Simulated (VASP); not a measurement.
# GaAs (I-4m2) in VASP: further runs

The runs below take GaAs through single point, with PBE.

Everything below comes from runs of VASP 6.6.1. Logs are shortened: lines on timing, memory, paths and dates and some standing lists are left out, and cuts for length are marked.

## (1) The cell of the first run

It takes space group I-4m2 (No. 119, tetragonal). Conventional cell: a = 3.859 Å, b = 3.859 Å, c = 5.745 Å, α = 90.00°, β = 90.00°, γ = 90.00°. Within 3.2 Å of Ga (site symmetry -4m2) lie 4 As at 2.41 Å. As (site symmetry -4m2) has 4 Ga at 2.41 Å within 3.2 Å.

## (2) Single point, PBE (strain -0.050 along x and y, +0.000 along z)

File INCAR:

```
PREC = Accurate ; ENCUT = 500
EDIFF = 1E-6 ; ISMEAR = 0
SIGMA = 0.03 ; LREAL = False
LASPH = True ; NELM = 120
ALGO = Normal ; ISIF = 2
LWAVE = False ; LCHARG = True
GGA = PE ; LELF = True
LVHAR = True ; NBANDS = 16
GGA_COMPAT = False
```

File KPOINTS:

```
regular mesh
0
Gamma
  10 10 10
```

File POSCAR:

```
GaAs
1.0
    0.0000000000      2.7290576540      2.8726922674
    2.7290576540      0.0000000000      2.8726922674
    2.7290576540      2.7290576540      0.0000000000
Ga As
1 1
Direct
    0.0000000000      0.0000000000      0.0000000000
    0.7500000000      0.7500000000      0.7500000000
```

Potentials or basis: VASP PAW PBE potentials, release 64 (Ga_d, As).

Launch:

```console
cat potpaw_PBE.64/Ga_d/POTCAR potpaw_PBE.64/As/POTCAR > POTCAR
mpirun -np 1 vasp_std > vasp.out
```

OUTCAR:

```text
PREC = Accurate
   ENCUT = 500
   EDIFF = 1E-6
   ISMEAR = 0
   LREAL = False
   LASPH = True
   NELM = 120
   ISIF = 2
   GGA = PE

 ion  position               nearest neighbor table
   1  0.000  0.000  0.000-   2 2.41   2 2.41   2 2.41   2 2.41
   2  0.750  0.750  0.750-   1 2.41   1 2.41   1 2.41   1 2.41

  LATTYP: Found a body centered tetragonal cell.
 ALAT       =     3.8594703468
 C/A-ratio  =     1.4886458551

  Lattice vectors:

 A1 = (  -2.7290576540,   0.0000000000,   2.8726922674)
 A2 = (   2.7290576540,   0.0000000000,   2.8726922674)
 A3 = (   0.0000000000,   2.7290576540,  -2.8726922674)

Analysis of symmetry for initial positions (statically):
=====================================================================
 Subroutine PRICEL returns:
 Original cell was already a primitive cell.

 Routine SETGRP: Setting up the symmetry group for a
 body centered tetragonal supercell.

 Subroutine GETGRP returns: Found  8 space group operations
 (whereof  8 operations were pure point group operations)
 out of a pool of 16 trial point group operations.

The static configuration has the point symmetry D_2d.

Analysis of symmetry for dynamics (positions and initial velocities):
=====================================================================
 Subroutine PRICEL returns:
 Original cell was already a primitive cell.

 Routine SETGRP: Setting up the symmetry group for a
 body centered tetragonal supercell.

 Subroutine GETGRP returns: Found  8 space group operations
 (whereof  8 operations were pure point group operations)
 out of a pool of 16 trial point group operations.

The dynamic configuration has the point symmetry D_2d.

 Subroutine INISYM returns: Found  8 space group operations
 (whereof  8 operations are pure point group operations),
 and found     1 'primitive' translations

----------------------------------------------------------------------------------------

                                     Primitive cell

  volume of cell :      42.7902

  direct lattice vectors                    reciprocal lattice vectors
     0.000000000  2.729057654  2.872692267    -0.183213425  0.183213425  0.174052754
     2.729057654  0.000000000  2.872692267     0.183213425 -0.183213425  0.174052754
     2.729057654  2.729057654  0.000000000     0.183213425  0.183213425 -0.174052754

  length of vectors
     3.962337257  3.962337257  3.859470347     0.312135675  0.312135675  0.312135675

  position of ions in fractional coordinates (direct lattice)
     0.000000000  0.000000000  0.000000000
     0.750000000  0.750000000  0.750000000

  ion indices of the primitive-cell ions
   primitive index   ion index
                 1           1
                 2           2

----------------------------------------------------------------------------------------

 KPOINTS: regular mesh

Automatic generation of k-mesh.
 Grid dimensions read from file:
 generate k-points for:   10   10   10

 Generating k-lattice:

  Cartesian coordinates                     Fractional coordinates (reciprocal lattice)
    -0.018321343  0.018321343  0.017405275     0.100000000  0.000000000  0.000000000
     0.018321343 -0.018321343  0.017405275     0.000000000  0.100000000  0.000000000
     0.018321343  0.018321343 -0.017405275    -0.000000000 -0.000000000  0.100000000

  Length of vectors
     0.031213567  0.031213567  0.031213567

  Shift w.r.t. Gamma in fractional coordinates (k-lattice)
     0.000000000  0.000000000  0.000000000

 Subroutine IBZKPT returns following result:
 ===========================================

 Found    102 irreducible k-points:

 Following reciprocal coordinates:
            Coordinates               Weight
  0.000000  0.000000  0.000000      1.000000
  0.100000  0.000000  0.000000      8.000000
  0.200000  0.000000  0.000000      8.000000
  0.300000  0.000000  0.000000      8.000000
  0.400000  0.000000  0.000000      8.000000
  0.500000 -0.000000  0.000000      4.000000
[... 16 lines left out ...]
  0.300000  0.300000  0.000000      2.000000
  0.400000  0.300000  0.000000      8.000000
 [... further k-points ...]
   k-points           NKPTS =    102   k-points in BZ     NKDIM =    102   number of bands    NBANDS=     16
   number of dos      NEDOS =    301   number of ions     NIONS =      2
   total plane-waves  NPLWV =  25200
   dimension x,y,z NGX =    30 NGY =   30 NGZ =   28
   dimension x,y,z NGXF=    60 NGYF=   60 NGZF=   56
   ions per type =               1   1
   NGX,Y,Z   is equivalent  to a cutoff of  12.59, 12.59, 12.06 a.u.
   NGXF,Y,Z  is equivalent  to a cutoff of  25.17, 25.17, 24.12 a.u.
 SYSTEM =  unknown system
   PREC   = accura    normal or accurate (medium, high low for compatibility)
   ISTART =      0    job   : 0-new  1-cont  2-samecut
   ICHARG =      2    charge: 1-file 2-atom 10-const
   ISPIN  =      1    spin polarized calculation?
   LNONCOLLINEAR =      F non collinear calculations
   LSORBIT =      F    spin-orbit coupling
   LASPH  =      T    aspherical Exc in radial PAW
   ENCUT  =  500.0 eV  36.75 Ry    6.06 a.u.   7.22  7.22  7.04*2*pi/ulx,y,z
   NELM   =    120;   NELMIN=  2; NELMDL= -5     # of ELM steps
   EDIFF  = 0.1E-05   stopping-criterion for ELM
   LREAL  =      F    real-space projection
   EDIFFG = 0.1E-04   stopping-criterion for IOM
   NSW    =      0    number of steps for IOM
   IBRION =     -1    ionic relax: 0-MD 1-quasi-New 2-CG
   NFREE  =      0    steps in history (QN), initial steepest desc. (CG)
   ISIF   =      2    stress and relaxation
   ISYM   =      2    0-nonsym 1-usesym 2-fastsym
   POTIM  = 0.5000    time-step for ionic-motion
   TEBEG  =    0.0;   TEEND  =   0.0 temperature during run
   PSTRESS=    0.0 pullay stress
   NELECT =      18.0000    total number of electrons
   NUPDOWN=      -1.0000    fix difference up-down
   EMIN   =  10.00;   EMAX   =-10.00  energy-range for DOS
   EFERMI =   0.00;   METHOD = LEGACY
   ISMEAR =     0;   SIGMA  =   0.03  broadening in eV -4-tet -1-fermi 0-gaus
   EFERMI_NEDOS =   21; number of points for ismear=-14 and -15
   IALGO  =     38    algorithm
   IMIX   =      4    mixing-type and parameters
     AMIX     =   0.40;   BMIX     =  1.00
     AMIX_MAG =   1.60;   BMIX_MAG =  1.00
  volume/ion in A,a.u.               =      21.40       144.38
[... 32 lines left out ...]
 Fermi energy:         4.7162963736

 k-point     1 :       0.0000    0.0000    0.0000
  band No.  band energies     occupation
      1     -10.4675      2.00000
      2     -10.4539      2.00000
      3     -10.4539      2.00000
      4     -10.3688      2.00000
      5     -10.3635      2.00000
      6      -8.6669      2.00000
[... 8 lines left out ...]
     15      14.1325      0.00000
     16      15.2457      0.00000

 k-point     2 :       0.1000    0.0000    0.0000
  band No.  band energies     occupation
      1     -10.4728      2.00000
      2     -10.4575      2.00000
      3     -10.4512      2.00000
      4     -10.3693      2.00000
      5     -10.3632      2.00000
      6      -8.5392      2.00000
[... 8 lines left out ...]
     15      13.5397      0.00000
     16      14.4106      0.00000

 k-point     3 :       0.2000    0.0000    0.0000
  band No.  band energies     occupation
      1     -10.4983      2.00000
      2     -10.4529      2.00000
      3     -10.4445      2.00000
      4     -10.3700      2.00000
      5     -10.3621      2.00000
      6      -8.1730      2.00000
[... 8 lines left out ...]
     15      13.7337      0.00000
     16      13.8326      0.00000

 k-point     4 :       0.3000    0.0000    0.0000
  band No.  band energies     occupation
      1     -10.5280      2.00000
      2     -10.4459      2.00000
      3     -10.4374      2.00000
      4     -10.3697      2.00000
      5     -10.3595      2.00000
      6      -7.6223      2.00000
[... 8 lines left out ...]
     15      13.9394      0.00000
     16      14.0485      0.00000

 k-point     5 :       0.4000    0.0000    0.0000
  band No.  band energies     occupation
      1     -10.5497      2.00000
      2     -10.4413      2.00000
      3     -10.4328      2.00000
      4     -10.3683      2.00000
      5     -10.3562      2.00000
      6      -7.0259      2.00000
[... 8 lines left out ...]
     15      15.0703      0.00000
     16      15.4637      0.00000

 k-point     6 :       0.5000   -0.0000    0.0000
  band No.  band energies     occupation
      1     -10.5576      2.00000
      2     -10.4398      2.00000
      3     -10.4314      2.00000
      4     -10.3675      2.00000
      5     -10.3546      2.00000
      6      -6.7264      2.00000
[... 8 lines left out ...]
     15      16.3661      0.00000
     16      16.7473      0.00000

 k-point     7 :       0.1000    0.1000    0.0000
  band No.  band energies     occupation
      1     -10.4844      2.00000
      2     -10.4487      2.00000
      3     -10.4487      2.00000
      4     -10.3677      2.00000
      5     -10.3646      2.00000
      6      -8.5074      2.00000
[... 8 lines left out ...]
     15      13.0335      0.00000
     16      15.3986      0.00000

 k-point     8 :       0.2000    0.1000    0.0000
  band No.  band energies     occupation
      1     -10.5033      2.00000
      2     -10.4454      2.00000
      3     -10.4420      2.00000
      4     -10.3669      2.00000
      5     -10.3657      2.00000
      6      -8.2300      2.00000
[... 8 lines left out ...]
     15      14.1269      0.00000
     16      14.9071      0.00000

 k-point     9 :       0.3000    0.1000    0.0000
  band No.  band energies     occupation
      1     -10.5270      2.00000
      2     -10.4423      2.00000
      3     -10.4346      2.00000
      4     -10.3664      2.00000
      5     -10.3650      2.00000
      6      -7.7440      2.00000
[... 8 lines left out ...]
     15      14.5086      0.00000
     16      14.8071      0.00000
[... 172 lines left out ...]
 k-point    19 :       0.5000    0.2000    0.0000
  band No.  band energies     occupation
      1     -10.5642      2.00000
      2     -10.4299      2.00000
      3     -10.4188      2.00000
      4     -10.3666      2.00000
      5     -10.3650      2.00000
      6      -6.5759      2.00000
[... 8 lines left out ...]
     15      16.4591      0.00000
     16      16.5707      0.00000

 k-point    20 :      -0.4000    0.2000    0.0000
  band No.  band energies     occupation
      1     -10.5638      2.00000
      2     -10.4322      2.00000
      3     -10.4204      2.00000
      4     -10.3690      2.00000
      5     -10.3620      2.00000
      6      -6.4494      2.00000
[... 8 lines left out ...]
     15      14.7068      0.00000
     16      16.0072      0.00000

 k-point    21 :      -0.3000    0.2000    0.0000
  band No.  band energies     occupation
      1     -10.5538      2.00000
      2     -10.4354      2.00000
      3     -10.4256      2.00000
      4     -10.3732      2.00000
      5     -10.3594      2.00000
      6      -6.8432      2.00000
[... 8 lines left out ...]
     15      15.0474      0.00000
     16      16.8031      0.00000

 k-point    22 :      -0.2000    0.2000    0.0000
  band No.  band energies     occupation
      1     -10.5357      2.00000
      2     -10.4405      2.00000
      3     -10.4336      2.00000
      4     -10.3747      2.00000
      5     -10.3590      2.00000
      6      -7.4079      2.00000
[... 8 lines left out ...]
     15      15.2286      0.00000
     16      16.0391      0.00000

 k-point    23 :       0.3000    0.3000    0.0000
  band No.  band energies     occupation
      1     -10.5570      2.00000
      2     -10.4176      2.00000
      3     -10.4176      2.00000
      4     -10.3784      2.00000
      5     -10.3610      2.00000
      6      -7.3425      2.00000
[... 8 lines left out ...]
     15      16.6029      0.00000
     16      16.9701      0.00000

 k-point    24 :       0.4000    0.3000    0.0000
  band No.  band energies     occupation
      1     -10.5697      2.00000
      2     -10.4135      2.00000
      3     -10.4108      2.00000
      4     -10.3801      2.00000
      5     -10.3601      2.00000
      6      -6.8763      2.00000
[... 8 lines left out ...]
     15      17.1252      0.00000
     16      17.4476      0.00000

 [... further k-points ...]
[... 5 lines left out ...]
  --------------------------------------------------------------------------------------
  -------------------------------------------------------------------------------------
  Total        2.4609983      2.4609983      1.5637032      0.0000000      0.0000000      0.0000000
  in kB       92.1461879     92.1461879     58.5491233      0.0000000      0.0000000      0.0000000
  external PRESSURE =      80.9471664 kB  Pullay stress =       0.0000000 kB

 VOLUME and BASIS-vectors are now :
 -----------------------------------------------------------------------------
  energy-cutoff  :      500.00
  volume of cell :       42.79
      direct lattice vectors                 reciprocal lattice vectors
     0.000000000  2.729057654  2.872692267    -0.183213425  0.183213425  0.174052754
     2.729057654  0.000000000  2.872692267     0.183213425 -0.183213425  0.174052754
     2.729057654  2.729057654  0.000000000     0.183213425  0.183213425 -0.174052754

 POSITION                                       TOTAL-FORCE (eV/Angst)
 -----------------------------------------------------------------------------------
      0.00000      0.00000      0.00000        -0.000000     -0.000000      0.000000
      4.09359      4.09359      4.30904         0.000000      0.000000     -0.000000
 -----------------------------------------------------------------------------------
    total drift:                               -0.000003     -0.000003     -0.000008

  FREE ENERGIE OF THE ION-ELECTRON SYSTEM (eV)
  ---------------------------------------------------
  free  energy   TOTEN  =        -8.1507427102 eV

  energy  without entropy=       -8.1507427102  energy(sigma->0) =       -8.15074271
```

Wall time 62 s (1 thread of Intel Xeon 6975P-C, shared host); peak memory 0.21 GiB.

What came out:

```yaml
Free_energy: -8.1507 eV
Pressure: 8.1 GPa
Band_gap_on_the_k_mesh: 0.81 eV, direct
```

Levels at points of the mesh, in eV from the valence-band top:
```
           k point  band 7  band 8  band 9  band 10  band 11  band 12
(0.00, 0.00, 0.00)   -0.33    0.00    0.00     0.81     3.60     3.60
(0.50, 0.00, 0.00)   -7.05   -1.56   -1.10     0.99     4.41     4.73
(0.50, 0.50, 0.00)   -7.40   -2.74   -2.74     1.49     1.85    10.48
(0.50, 0.00, 0.50)   -7.08   -3.11   -3.08     1.14     1.35    10.18
```

Caveat: the cell differs from its parent crystal (strain -0.050 along x and y, +0.000 along z). A k mesh can miss the band edges.

## (3) Single point, PBE (strain -0.025 along x and y, -0.050 along z)

File INCAR:

```
SYSTEM = GaAs
PREC     = Accurate       ! precision mode
ENCUT    = 500            ! plane-wave cutoff, eV
EDIFF    = 1E-6           ! SCF threshold, eV
ISMEAR   = 0              ! smearing method
SIGMA    = 0.03           ! smearing width, eV
LREAL    = .False.        ! projectors in reciprocal space
LASPH    = .True.         ! aspherical terms in the spheres
NELM     = 120            ! most SCF steps
ALGO     = Normal         ! electronic algorithm
ISIF     = 2              ! what is computed and relaxed
LWAVE    = .False.        ! write WAVECAR
LCHARG   = .False.        ! write CHGCAR
GGA      = PE             ! functional
NBANDS   = 16             ! bands
GGA_COMPAT= .False.
```

File KPOINTS:

```
Automatic mesh
0
Gamma
  10 10 10
  0 0 0
```

File POSCAR:

```
GaAs
1.0
    0.0000000000      2.8008749607      2.7290576540
    2.8008749607      0.0000000000      2.7290576540
    2.8008749607      2.8008749607      0.0000000000
Ga As
1 1
Direct
    0.0000000000      0.0000000000      0.0000000000
    0.7500000000      0.7500000000      0.7500000000
```

Potentials or basis: VASP PAW PBE potentials, release 64 (Ga_d, As).

Launch:

```console
cat potpaw_PBE.64/Ga_d/POTCAR potpaw_PBE.64/As/POTCAR > POTCAR
mpirun -np 1 vasp_std > vasp.out
```

Wall time 57 s (1 thread of Intel Xeon 6975P-C, shared host); peak memory 0.22 GiB.

Results (log left out):

```yaml
Free_energy: -8.1636 eV
Pressure: 8.1 GPa
Band_gap_on_the_k_mesh: 0.83 eV, direct
```

Stress tensor (GPa, compression positive):
```
7.59 0.00 0.00
0.00 7.59 0.00
0.00 0.00 9.03
```

Levels at points of the mesh, in eV from the valence-band top:
| k point | band 5 | band 6 | band 7 | band 8 | band 9 | band 10 | band 11 | band 12 | band 13 | band 14 |
| --- | --- | --- | --- | --- | --- | --- | --- | --- | --- | --- |
| (0.00, 0.00, 0.00) | -14.92 | -13.22 | -0.15 | -0.15 | 0.00 | 0.83 | 3.60 | 3.67 | 3.67 | 7.66 |
| (0.50, 0.00, 0.00) | -14.91 | -11.29 | -7.04 | -1.43 | -1.21 | 1.04 | 4.45 | 4.66 | 7.70 | 10.69 |
| (0.50, 0.50, 0.00) | -14.90 | -10.40 | -7.06 | -3.09 | -3.09 | 1.15 | 1.35 | 10.50 | 10.50 | 11.51 |
| (0.50, 0.00, 0.50) | -14.91 | -10.51 | -7.23 | -2.92 | -2.90 | 1.32 | 1.61 | 10.38 | 10.54 | 11.29 |

Caveat: the cell differs from its parent crystal (strain -0.025 along x and y, -0.050 along z). A k mesh can miss the band edges.

## (4) Single point, PBE (strain -0.025 along x and y, +0.000 along z)

File INCAR:

```
PREC = Accurate
ENCUT = 500
EDIFF = 1E-6
ISMEAR = 0
SIGMA = 0.03
LREAL = F
LASPH = T
NELM = 120
ALGO = Normal
ISIF = 2
LWAVE = F
LCHARG = F
GGA = PE
NBANDS = 16
GGA_COMPAT = F
```

File KPOINTS:

```
regular mesh
0
Gamma
  10 10 10
```

File POSCAR:

```
GaAs
1.0
    0.0000000000      2.8008749607      2.8726922674
    2.8008749607      0.0000000000      2.8726922674
    2.8008749607      2.8008749607      0.0000000000
Ga As
1 1
Direct
    0.0000000000      0.0000000000      0.0000000000
    0.7500000000      0.7500000000      0.7500000000
```

Launch:

```console
cat potpaw_PBE.64/Ga_d/POTCAR potpaw_PBE.64/As/POTCAR > POTCAR
mpirun -np 1 vasp_std > vasp.out
```

Run time: 66 s. Hardware: 1 thread of Intel Xeon 6975P-C, shared host; peak memory 0.22 GiB.

The run converged. Its results:

```yaml
Free_energy: -8.2447 eV
Pressure: 3.6 GPa
Band_gap_on_the_k_mesh: 0.48 eV, direct
```

Stress tensor (GPa, compression positive):
```
4.15 0.00 0.00
0.00 4.15 0.00
0.00 0.00 2.59
```

Levels at points of the mesh, in eV from the valence-band top:
| k point | band 5 | band 6 | band 7 | band 8 | band 9 | band 10 | band 11 | band 12 | band 13 | band 14 |
| --- | --- | --- | --- | --- | --- | --- | --- | --- | --- | --- |
| (0.00, 0.00, 0.00) | -14.78 | -12.79 | -0.15 | 0.00 | 0.00 | 0.48 | 3.66 | 3.66 | 3.73 | 7.54 |
| (0.50, 0.00, 0.00) | -14.77 | -11.02 | -6.70 | -1.30 | -1.09 | 0.95 | 4.51 | 4.67 | 7.71 | 10.35 |
| (0.50, 0.50, 0.00) | -14.77 | -10.34 | -6.98 | -2.62 | -2.62 | 1.52 | 1.76 | 10.13 | 10.13 | 10.82 |
| (0.50, 0.00, 0.50) | -14.77 | -10.24 | -6.83 | -2.80 | -2.78 | 1.36 | 1.53 | 10.03 | 10.18 | 10.99 |

Caveat: the cell differs from its parent crystal (strain -0.025 along x and y, +0.000 along z). A k mesh can miss the band edges.

## (5) Summary

```tsv
cell	gap on the mesh (eV)	pressure (GPa)
a = 3.962, b = 3.962, c = 3.859 Å, angles 60.9, 60.9, 58.3°, 2 atoms	0.81	8.1
a = 3.911, b = 3.911, c = 3.961 Å, angles 59.6, 59.6, 60.9°, 2 atoms	0.83	8.1
a = 4.012, b = 4.012, c = 3.961 Å, angles 60.4, 60.4, 59.2°, 2 atoms	0.48	3.6
```

Alike in all rows: task single point; level PBE; potentials or basis VASP PAW PBE potentials, release 64 (Ga_d, As); no spin polarisation; k mesh 10 × 10 × 10; cutoff (eV) 500; smearing gaussian 0.03 eV.

Total energies depend on the potentials used, so only differences within one code and one set of settings carry meaning.
